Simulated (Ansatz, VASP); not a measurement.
# Mo in VASP and in Ansatz

Contents of INCAR:

```
SYSTEM = Mo
ALGO     = Fast           ! electronic algorithm
EDIFF    = 1E-7           ! SCF threshold, eV
ENCUT    = 520            ! plane-wave cutoff, eV
GGA      = PE             ! functional
ISIF     = 2              ! what is computed and relaxed
ISMEAR   = 0              ! smearing method
LASPH    = .True.         ! aspherical terms in the spheres
LCHARG   = .False.        ! write CHGCAR
LREAL    = .False.        ! projectors in reciprocal space
LWAVE    = .False.        ! write WAVECAR
NBANDS   = 13             ! bands
NELM     = 60             ! most SCF steps
PREC     = Accurate       ! precision mode
SIGMA    = 0.15           ! smearing width, eV
```

File KPOINTS:

```
k-points
0
Gamma
  20 20 20
  0 0 0
```

POSCAR

```
Mo
1.0
   -1.4011144202      1.8751846013      1.4644027894
    1.4011144202     -1.8751846013      1.4644027894
    1.4011144202      1.8751846013     -1.4644027894
Mo
1
Direct
    0.0000000000      0.0000000000      0.0000000000
```

Input for Ansatz:

```yaml
crystal:
  lattice:
    - [-1.4011144202, 1.8751846013, 1.4644027894]
    - [1.4011144202, -1.8751846013, 1.4644027894]
    - [1.4011144202, 1.8751846013, -1.4644027894]
  atoms:
    - { symbol: Mo, position: [0.0, 0.0, 0.0] }
basis:
  ecutwfc: 420
kpoints:
  mp_grid: { grid: [20, 20, 20] }
hamiltonian:
  xc: pbe
  pseudopotentials: { kind: paw, azcp: { folder: soft_1 } }
scf:
  occupations: { method: gaussian, width: 0.15 }
output:
  forces: true
  stress: true
  eigenvalues: true
```

Change from the starting cell: strain +e along x and -e along y -0.1500, strain +e along z and -e/2 along x and y -0.0733.

Alike in both runs: task single point; functional PBE; k mesh 20 × 20 × 20; occupations gaussian, width 0.15 eV; no spin polarisation.

|  | VASP | Ansatz |
| --- | --- | --- |
| version | VASP 6.6.1 | Ansatz 0.2.0 |
| potentials or method | VASP PAW PBE potentials, release 64 (Mo_sv), cutoff 520 eV | scalar-relativistic, plane waves, PAW |
| valence electrons in the cell | 14 | 14 |

```csv
,VASP,Ansatz,Ansatz less VASP
gap on the k mesh at the Fermi level (eV),none,none,-
pressure (GPa),11.4,10.9,-0.56
"traceless stress, the component that is largest in VASP (GPa)",-10.16,-10.17,-0.005
```

A gap of «none» marks a metal or a gap that the smearing closes.
